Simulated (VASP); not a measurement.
Runs of VASP 6.6.1 on C. The structure is that of space group Fd-3m (No. 227), or close to it. The cells are those of the table. 

```csv
task,cell,k mesh,smearing,gap on the mesh (eV),pressure (GPa),relaxed volume (Å³/atom)
relaxation of cell and atoms,"relaxed from a = 2.522 Å, angles 60.0°, 2 atoms",10 × 10 × 10,gaussian 0.1 eV,4.20,-0.1,5.52
single point,"a = 2.522 Å, angles 60.0°, 2 atoms",8 × 8 × 8,gaussian 0.1 eV,(b),-12.4,-
single point,"a = 2.498 Å, angles 60.0°, 2 atoms",10 × 10 × 10,gaussian 0.1 eV,4.20,(a),-
single point,"a = 2.497 Å, angles 60.0°, 2 atoms",12 × 12 × 12,gaussian 0.02 eV,4.20,0.8,-
relaxation of cell and atoms,"relaxed from a = 2.498 Å, angles 60.0°, 2 atoms",12 × 12 × 12,gaussian 0.02 eV,4.19,0.0,5.52
```

Alike in all rows: level LDA; potentials or basis VASP PAW LDA potentials, release 64 (C); no spin polarisation; cutoff (eV) 600.

Question: Estimate the missing entries.

Answer: (a) 0.7; (b) 4.10.

A k mesh can miss the band edges.
